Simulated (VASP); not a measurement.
La2O3:

```
CELL_PARAMETERS angstrom
3.94045 0.00000 0.00000
-1.97022 3.41253 0.00000
0.00000 0.00000 6.18736
ATOMIC_POSITIONS crystal
La 0.66667 0.33333 0.75263
La 0.33333 0.66667 0.24737
O 0.66667 0.33333 0.35470
O 0.33333 0.66667 0.64530
O 0.00000 0.00000 0.00000
```

| Property | Result |
| --- | --- |
| Program | VASP 6.6.1 |
| Task | relaxation of cell and atoms |
| Functional | LDA |
| Potentials or basis | VASP PAW LDA potentials, release 64 (La, O) |
| Cutoff | 600 eV |
| k mesh | 6 × 6 × 4 |
| Occupations | fermi-dirac, width 0.02 eV |
| Spin | no spin polarisation |

At the start: pressure -8.2 GPa; volume 16.64 Å³/atom.

Problem. How do energy, volume and symmetry change on relaxing?

Solution. Over 13 steps the energy falls by 29.3 meV/atom and the volume is 15.51 Å³/atom (-6.8 %); space group P-3m1 (No. 164, to 0.1 Å) before and after.

Step by step:
```csv
step,energy change (eV),largest force (eV/Å),pressure (GPa),volume (Å³)
1,0.0000,0.1828,-8.15,83.20
2,0.0434,1.1078,11.48,73.41
3,-0.1301,0.3648,-0.24,78.45
4,-0.1301,0.3770,-0.07,78.35
5,-0.1418,0.0666,0.05,77.89
6,-0.1428,0.0773,0.11,77.70
7,-0.1450,0.0764,-0.10,77.74
8,-0.1456,0.0765,-0.27,77.77
9,-0.1461,0.0635,0.31,77.46
10,-0.1462,0.0567,0.24,77.50
11,-0.1466,0.0107,0.06,77.53
12,-0.1467,0.0010,0.04,77.54
13,-0.1467,0.0003,0.02,77.54
```

Final structure:
```xyz
5
Lattice="3.8816 0.0000 0.0000 -1.9408 3.3616 0.0000 0.0000 0.0000 5.9423" Properties=species:S:1:pos:R:3 pbc="T T T"
La    1.9408    1.1205    4.4941
La    0.0000    2.2410    1.4482
O     1.9408    1.1205    2.0990
O     0.0000    2.2410    3.8433
O     0.0000    0.0000    5.9423
```
